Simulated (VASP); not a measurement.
Set up this calculation in VASP 6.6.1, as the native input.

- Task: single point
- Functional: r2SCAN
- Potentials or basis: VASP PAW PBE potentials, release 64 (Sn_d)
- Cutoff: 520 eV
- k mesh: 12 × 12 × 12
- Occupations: gaussian, width 0.15 eV
- Spin: no spin polarisation
- Dipole correction: no
- Further INCAR settings: ALGO = Normal; EDIFF = 1e-06; NBANDS = 21

Sn:

```
CELL_PARAMETERS angstrom
0.00000 3.57016 3.24560
2.92104 0.00000 3.24560
2.92104 3.57016 0.00000
ATOMIC_POSITIONS crystal
Sn 0.50000 0.50000 0.50000
Sn 0.75000 0.75000 0.75000
```

This cell differs from its parent crystal: strain -0.1000 x Voigt [1, -1, 0, 0, 0, 0].

The input as run:

POSCAR

```
Sn
1.0
    0.0000000000      3.5701600000      3.2456000000
    2.9210400000      0.0000000000      3.2456000000
    2.9210400000      3.5701600000      0.0000000000
Sn
2
Direct
    0.5000000000      0.5000000000      0.5000000000
    0.7500000000      0.7500000000      0.7500000000
```

INCAR.step1

```
SYSTEM = Sn
  ALGO = Normal
  EDIFF = 1E-4
  ENCUT = 520
  GGA = PE
  ISMEAR = 0
  LASPH = .True.
  LCHARG = .False.
  LREAL = .False.
  LWAVE = .True.
  NBANDS = 21
  NELM = 80
  PREC = Accurate
  SIGMA = 0.15
```

INCAR.step2

```
SYSTEM = Sn
  ALGO = Normal
  EDIFF = 1E-6
  ENCUT = 520
  ISIF = 2
  ISMEAR = 0
  ISTART = 1
  LASPH = .True.
  LCHARG = .True.
  LELF = .True.
  LMIXTAU = .True.
  LREAL = .False.
  LVHAR = .True.
  LWAVE = .False.
  METAGGA = R2SCAN
  NBANDS = 21
  NELM = 80
  PREC = Accurate
  SIGMA = 0.15
```

KPOINTS

```
k-points
0
Gamma
  12 12 12
  0 0 0
```

Potentials or basis: VASP PAW PBE potentials, release 64 (Sn_d).

The run is started by

```bash
$ cat potpaw_PBE.64/Sn_d/POTCAR > POTCAR
$ cp INCAR.step1 INCAR
$ mpirun -np 1 vasp_std > vasp.out
$ cp INCAR.step2 INCAR
$ mpirun -np 1 vasp_std > vasp.out
```

Results of the run:

* Pressure: 1.8 GPa
* Band gap on the k mesh: zero (bands 14 and 15 overlap by 0.46 eV)

Caveat: the cell differs from its parent crystal (strain -0.1000 x Voigt [1, -1, 0, 0, 0, 0]); the stress differs along the axes, from -2 to 4 GPa; the PAW data sets were made with another functional, which shifts forces and pressure a little; spin-orbit coupling is left out, which moves the levels of the heavy elements.

It took 14 min on 1 thread of Intel Xeon 8259CL (shared host), peak memory 0.43 GiB.
